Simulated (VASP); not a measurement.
# CoH4 (P-1) in VASP: single point with PBE

Aim: the single point of CoH4 with PBE.

All numbers are computed with VASP 6.6.1; they aren't measurements. Logs are shortened: lines on timing, memory, paths and dates and some standing lists are left out, and cuts for length are marked.

**1. The cell of the first run**

The typed cell holds 10 atoms: a = 2.561 Å, b = 2.561 Å, c = 9.766 Å, α = 92.21°, β = 92.31°, γ = 89.94°.

**2. Single point, PBE**

INCAR

```
SYSTEM = CoH4
PREC = Accurate
ENCUT = 520
EDIFF = 1E-6
ISMEAR = 0
SIGMA = 0.1
LREAL = .FALSE.
LASPH = .TRUE.
NELM = 80
ALGO = Normal
ISIF = 2
LWAVE = .FALSE.
LCHARG = .TRUE.
GGA = PE
LELF = .TRUE.
LVHAR = .TRUE.
NBANDS = 24
```

KPOINTS

```
regular mesh
0
G
  6 6 2
  0 0 0
```

POSCAR

```
CoH4
1.0
    2.5592864656      0.0977614361      0.0006127126
   -0.0952927730      2.5593528379      0.0007277426
   -0.3811934908     -0.3930586377      9.7506004048
Co H
2 8
Direct
    0.2481235627      0.2270541169      0.7499225414
    0.7518764373      0.7729458831      0.2500774586
    0.2640818862      0.7420251924      0.8523657365
    0.2675649384      0.7881976731      0.3525199048
    0.2361843258      0.7577190370      0.1476425327
    0.2321630125      0.7120636363      0.6474869539
    0.7359181138      0.2579748076      0.1476342635
    0.7324350616      0.2118023269      0.6474800952
    0.7638156742      0.2422809630      0.8523574673
    0.7678369875      0.2879363637      0.3525130461
```

Potentials or basis: VASP PAW PBE potentials, release 64 (Co, H).

The run is started by

```bash
cat potpaw_PBE.64/Co/POTCAR potpaw_PBE.64/H/POTCAR > POTCAR
mpirun -np 1 vasp_std > vasp.out
```

OUTCAR:

```text
SYSTEM = CoH4
   PREC = Accurate
   ENCUT = 520
   EDIFF = 1E-6
   ISMEAR = 0
   LREAL = .FALSE.
   LASPH = .TRUE.
   NELM = 80
   ISIF = 2
   GGA = PE

 ion  position               nearest neighbor table
   1  0.248  0.227  0.750-   9 1.62   6 1.62   3 1.62   8 1.62   6 1.62   9 1.62   8 1.62   3 1.62

   2  0.752  0.773  0.250-   5 1.62  10 1.62   7 1.62   4 1.62  10 1.62   5 1.62   4 1.62   7 1.62

   3  0.264  0.742  0.852-   1 1.62   1 1.62
   4  0.268  0.788  0.353-   2 1.62   2 1.62
   5  0.236  0.758  0.148-   2 1.62   2 1.62
   6  0.232  0.712  0.647-   1 1.62   1 1.62
   7  0.736  0.258  0.148-   2 1.62   2 1.62
   8  0.732  0.212  0.647-   1 1.62   1 1.62
   9  0.764  0.242  0.852-   1 1.62   1 1.62
  10  0.768  0.288  0.353-   2 1.62   2 1.62

  LATTYP: Found a triclinic cell.
 ALAT       =    11.2091110880
 B/A-ratio  =     0.2284885053
 C/A-ratio  =     0.2284861245
 COS(alpha) =     0.0009642521
 COS(beta)  =     0.0339698493
 COS(gamma) =     0.4920900893

  Lattice vectors:

 A1 = (  -5.4997664220,  -0.5885815099,   9.7493749796)
 A2 = (  -2.5592864656,  -0.0977614361,  -0.0006127126)
 A3 = (   0.0952927730,  -2.5593528379,  -0.0007277426)

Analysis of symmetry for initial positions (statically):
=====================================================================
 Subroutine PRICEL returns:
 Original cell was already a primitive cell.

 Routine SETGRP: Setting up the symmetry group for a
 triclinic supercell.

 Subroutine GETGRP returns: Found  2 space group operations
 (whereof  2 operations were pure point group operations)
 out of a pool of  2 trial point group operations.

The static configuration has the point symmetry S_2 .

Analysis of symmetry for dynamics (positions and initial velocities):
=====================================================================
 Subroutine PRICEL returns:
 Original cell was already a primitive cell.

 Routine SETGRP: Setting up the symmetry group for a
 triclinic supercell.

 Subroutine GETGRP returns: Found  2 space group operations
 (whereof  2 operations were pure point group operations)
 out of a pool of  2 trial point group operations.

The dynamic configuration has the point symmetry S_2 .

 Subroutine INISYM returns: Found  2 space group operations
 (whereof  2 operations are pure point group operations),
 and found     1 'primitive' translations

----------------------------------------------------------------------------------------

                                     Primitive cell

  volume of cell :      63.9597

  direct lattice vectors                    reciprocal lattice vectors
     2.559286466  0.097761436  0.000612713     0.390175357  0.014522955  0.015839094
    -0.095292773  2.559352838  0.000727743    -0.014907403  0.390164418  0.015145210
    -0.381193491 -0.393058638  9.750600405    -0.000023405 -0.000030033  0.102555661

  length of vectors
     2.561153039  2.561126352  9.765961900     0.390766685  0.390742730  0.102555668

  position of ions in fractional coordinates (direct lattice)
     0.248123563  0.227054117  0.749922541
     0.751876437  0.772945883  0.250077459
     0.264081886  0.742025192  0.852365736
     0.267564938  0.788197673  0.352519905
     0.236184326  0.757719037  0.147642533
     0.232163013  0.712063636  0.647486954
     0.735918114  0.257974808  0.147634264
     0.732435062  0.211802327  0.647480095
     0.763815674  0.242280963  0.852357467
     0.767836987  0.287936364  0.352513046

  ion indices of the primitive-cell ions
   primitive index   ion index
                 1           1
                 2           2
                 3           3
                 4           4
                 5           5
                 6           6
                 7           7
                 8           8
                 9           9
                10          10

----------------------------------------------------------------------------------------

 KPOINTS: regular mesh

Automatic generation of k-mesh.
 Grid dimensions read from file:
 generate k-points for:    6    6    2

 Generating k-lattice:

  Cartesian coordinates                     Fractional coordinates (reciprocal lattice)
     0.065029226  0.002420492  0.002639849     0.166666667  0.000000000  0.000000000
    -0.002484567  0.065027403  0.002524202    -0.000000000  0.166666667  0.000000000
    -0.000011703 -0.000015016  0.051277831     0.000000000  0.000000000  0.500000000

  Length of vectors
     0.065127781  0.065123788  0.051277834

  Shift w.r.t. Gamma in fractional coordinates (k-lattice)
     0.000000000  0.000000000  0.000000000

 Subroutine IBZKPT returns following result:
 ===========================================

 Found     40 irreducible k-points:

 Following reciprocal coordinates:
            Coordinates               Weight
  0.000000  0.000000  0.000000      1.000000
  0.166667 -0.000000  0.000000      2.000000
  0.333333 -0.000000  0.000000      2.000000
  0.500000 -0.000000  0.000000      1.000000
 -0.000000  0.166667  0.000000      2.000000
  0.166667  0.166667  0.000000      2.000000
[... 16 lines left out ...]
  0.333333 -0.000000  0.500000      2.000000
  0.500000 -0.000000  0.500000      1.000000
 [... further k-points ...]
   k-points           NKPTS =     40   k-points in BZ     NKDIM =     40   number of bands    NBANDS=     24
   number of dos      NEDOS =    301   number of ions     NIONS =     10
   total plane-waves  NPLWV =  32000
   dimension x,y,z NGX =    20 NGY =   20 NGZ =   80
   dimension x,y,z NGXF=    40 NGYF=   40 NGZF=  160
   ions per type =               2   8
   NGX,Y,Z   is equivalent  to a cutoff of  12.98, 12.98, 13.62 a.u.
   NGXF,Y,Z  is equivalent  to a cutoff of  25.96, 25.96, 27.24 a.u.
 SYSTEM =  CoH4
   PREC   = accura    normal or accurate (medium, high low for compatibility)
   ISTART =      0    job   : 0-new  1-cont  2-samecut
   ICHARG =      2    charge: 1-file 2-atom 10-const
   ISPIN  =      1    spin polarized calculation?
   LNONCOLLINEAR =      F non collinear calculations
   LSORBIT =      F    spin-orbit coupling
   LASPH  =      T    aspherical Exc in radial PAW
   ENCUT  =  520.0 eV  38.22 Ry    6.18 a.u.   4.76  4.76 18.16*2*pi/ulx,y,z
   NELM   =     80;   NELMIN=  2; NELMDL= -5     # of ELM steps
   EDIFF  = 0.1E-05   stopping-criterion for ELM
   LREAL  =      F    real-space projection
[... 7 lines left out ...]
   TEBEG  =    0.0;   TEEND  =   0.0 temperature during run
   PSTRESS=    0.0 pullay stress
   NELECT =      26.0000    total number of electrons
   NUPDOWN=      -1.0000    fix difference up-down
   EMIN   =  10.00;   EMAX   =-10.00  energy-range for DOS
   EFERMI =   0.00;   METHOD = LEGACY
   ISMEAR =     0;   SIGMA  =   0.10  broadening in eV -4-tet -1-fermi 0-gaus
   EFERMI_NEDOS =   21; number of points for ismear=-14 and -15
   IALGO  =     38    algorithm
   IMIX   =      4    mixing-type and parameters
     AMIX     =   0.40;   BMIX     =  1.00
     AMIX_MAG =   1.60;   BMIX_MAG =  1.00
  volume/ion in A,a.u.               =       6.40        43.16
  Fermi-wavevector in a.u.,A,eV,Ry     =   1.212729  2.291725 20.010243  1.470711
  Thomas-Fermi vector in A             =   2.348204
   LORBIT       =      0    0 simple, 1 ext, 2 COOP (PROOUT), +10 PAW based schemes
   GGA     = PE    functional components
   LHFCALC =     F    Hartree Fock is set to
   AEXX    =    0.0000 exact exchange contribution
   IVDW    =     0    specifies the selected vdW correction
   LEPSILON=     F    determine dielectric tensor
   LRPA    =     F    only Hartree local field effects (RPA)
 non-spin polarized calculation
 Gauss-broadening in eV      SIGMA  =   0.10
  energy-cutoff  :      520.00
  volume of cell :       63.96
 maximum number of plane-waves:      1738
   NGX =  9   NGY =  9   NGZ = 37

 number of electron      26.0000016 magnetization

 Free energy of the ion-electron system (eV)
  ---------------------------------------------------
  ext. energy  EPLUGINS =         0.00000000
  ---------------------------------------------------
  free energy    TOTEN  =       -39.50237672 eV

  energy without entropy =      -39.49549653  energy(sigma->0) =      -39.49893662

 E-fermi :   2.3884     XC(G=0):  -9.6262

 val. band max:        2.3113744866   @ k =   0.3333   0.1667   0.0000
 cond. band min:       2.4558967463   @ k =   0.3333   0.1667   0.5000
 fundamental gap:      0.1445222598
 Fermi energy:         2.3883639837

 k-point     1 :       0.0000    0.0000    0.0000
  band No.  band energies     occupation
      1      -8.4158      2.00000
      2      -8.1209      2.00000
      3      -4.8856      2.00000
      4      -4.0336      2.00000
      5      -2.3817      2.00000
      6      -2.3742      2.00000
[... 16 lines left out ...]
     23      17.1302      0.00000
     24      17.4442      0.00000

 k-point     2 :       0.1667   -0.0000    0.0000
  band No.  band energies     occupation
      1      -7.7932      2.00000
      2      -7.4984      2.00000
      3      -4.5708      2.00000
      4      -3.8329      2.00000
      5      -2.2463      2.00000
      6      -2.2352      2.00000
[... 16 lines left out ...]
     23      17.1990      0.00000
     24      17.9880      0.00000

 k-point     3 :       0.3333   -0.0000    0.0000
  band No.  band energies     occupation
      1      -6.0776      2.00000
      2      -5.8031      2.00000
      3      -3.8503      2.00000
      4      -3.4484      2.00000
      5      -2.2016      2.00000
      6      -2.1661      2.00000
[... 16 lines left out ...]
     23      16.9426      0.00000
     24      17.3537      0.00000

 k-point     4 :       0.5000   -0.0000    0.0000
  band No.  band energies     occupation
      1      -4.2524      2.00000
      2      -4.2503      2.00000
      3      -3.3641      2.00000
      4      -3.3618      2.00000
      5      -2.8426      2.00000
      6      -2.8394      2.00000
[... 16 lines left out ...]
     23      15.9783      0.00000
     24      16.0128      0.00000

 k-point     5 :      -0.0000    0.1667    0.0000
  band No.  band energies     occupation
      1      -7.7932      2.00000
      2      -7.4983      2.00000
      3      -4.5709      2.00000
      4      -3.8328      2.00000
      5      -2.2464      2.00000
      6      -2.2351      2.00000
[... 16 lines left out ...]
     23      17.2027      0.00000
     24      17.9802      0.00000

 k-point     6 :       0.1667    0.1667    0.0000
  band No.  band energies     occupation
      1      -7.1734      2.00000
      2      -6.8800      2.00000
      3      -4.2730      2.00000
      4      -3.6337      2.00000
      5      -2.0558      2.00000
      6      -2.0369      2.00000
[... 16 lines left out ...]
     23      14.1780      0.00000
     24      16.6318      0.00000
[... 379 lines left out ...]
 k-point    21 :       0.0000    0.0000    0.5000
  band No.  band energies     occupation
      1      -8.2798      2.00000
      2      -8.2789      2.00000
      3      -4.4707      2.00000
      4      -4.4688      2.00000
      5      -2.3783      2.00000
      6      -2.3777      2.00000
[... 16 lines left out ...]
     23      17.2555      0.00000
     24      17.2759      0.00000

 k-point    22 :       0.1667   -0.0000    0.5000
  band No.  band energies     occupation
      1      -7.6689      2.00000
      2      -7.6455      2.00000
      3      -4.2320      2.00000
      4      -4.1733      2.00000
      5      -2.2424      2.00000
      6      -2.2388      2.00000
[... 16 lines left out ...]
     23      17.2557      0.00000
     24      17.2965      0.00000

 k-point    23 :       0.3333   -0.0000    0.5000
  band No.  band energies     occupation
      1      -5.9738      2.00000
      2      -5.9298      2.00000
      3      -3.6698      2.00000
      4      -3.6025      2.00000
      5      -2.1950      2.00000
      6      -2.1745      2.00000
[... 16 lines left out ...]
     23      16.9293      0.00000
     24      17.0050      0.00000

 k-point    24 :       0.5000   -0.0000    0.5000
  band No.  band energies     occupation
      1      -4.2735      2.00000
      2      -4.2322      2.00000
      3      -3.3704      2.00000
      4      -3.3257      2.00000
      5      -2.8884      2.00000
      6      -2.8275      2.00000
[... 16 lines left out ...]
     23      16.6539      0.00000
     24      17.2200      0.00000

 [... further k-points ...]

------------------------ aborting loop because EDIFF is reached ----------------------------------------

  FORCE on cell =-STRESS in cart. coord.  units (eV):
  Direction    XX          YY          ZZ          XY          YZ          ZX
  --------------------------------------------------------------------------------------
  -------------------------------------------------------------------------------------
  Total       -0.1899456     -0.1917706     -0.0249619     -0.0170943     -0.0001268     -0.0002584
  in kB       -4.7580958     -4.8038107     -0.6252913     -0.4282075     -0.0031764     -0.0064732
  external PRESSURE =      -3.3957326 kB  Pullay stress =       0.0000000 kB

 VOLUME and BASIS-vectors are now :
 -----------------------------------------------------------------------------
  energy-cutoff  :      520.00
  volume of cell :       63.96
      direct lattice vectors                 reciprocal lattice vectors
     2.559286466  0.097761436  0.000612713     0.390175357  0.014522955  0.015839094
    -0.095292773  2.559352838  0.000727743    -0.014907403  0.390164418  0.015145210
    -0.381193491 -0.393058638  9.750600405    -0.000023405 -0.000030033  0.102555661

 POSITION                                       TOTAL-FORCE (eV/Angst)
 -----------------------------------------------------------------------------------
      0.32752      0.31060      7.31251         0.000295     -0.000485     -0.000345
      1.75528      1.95345      2.43943        -0.000295      0.000485      0.000345
      0.28024      1.58989      8.31178        -0.000076     -0.000086      0.003403
      0.47529      1.90487      3.43802        -0.000075     -0.000003      0.003324
      0.47598      1.90433      1.44030         0.000153      0.000191     -0.003442
      0.27950      1.59062      6.31405         0.000057      0.000095     -0.003329
      1.80256      0.67416      1.44016         0.000076      0.000086     -0.003403
      1.60751      0.35918      6.31392         0.000075      0.000003     -0.003324
      1.60682      0.35973      8.31164        -0.000153     -0.000191      0.003442
      1.80330      0.67344      3.43789        -0.000057     -0.000095      0.003329
 -----------------------------------------------------------------------------------
    total drift:                               -0.000000      0.000000     -0.000000

  FREE ENERGIE OF THE ION-ELECTRON SYSTEM (eV)
  ---------------------------------------------------
  free  energy   TOTEN  =       -39.5023767209 eV

  energy  without entropy=      -39.4954965274  energy(sigma->0) =      -39.49893662
```

Run time: 28 s. Hardware: 1 thread of Intel Xeon 6975P-C (Granite Rapids), shared host; peak memory 0.2 GiB.

Results:

- Free energy: -39.5024 eV
- Pressure: -0.3 GPa
- Largest force: 0.003 eV/Å
- Band gap on the k mesh: zero (band 13 reaches 3.86 eV, above the bottom of band 14 at 1.26 eV)

Forces in eV/Å, atoms in the order of the input:
```
Co   0.000  0.000  0.000
Co   0.000  0.000  0.000
H    0.000  0.000  0.003
H    0.000  0.000  0.003
H    0.000  0.000 -0.003
H    0.000  0.000 -0.003
H    0.000  0.000 -0.003
H    0.000  0.000 -0.003
H    0.000  0.000  0.003
H    0.000  0.000  0.003
```

Stress tensor (GPa, compression positive):
```
-0.48 -0.04  0.00
-0.04 -0.48  0.00
 0.00  0.00 -0.06
```

Caveat: the k points lie up to 0.41 Å⁻¹ apart. Spin polarisation is off, so any magnetic state and its effect on volume and gap are missing.
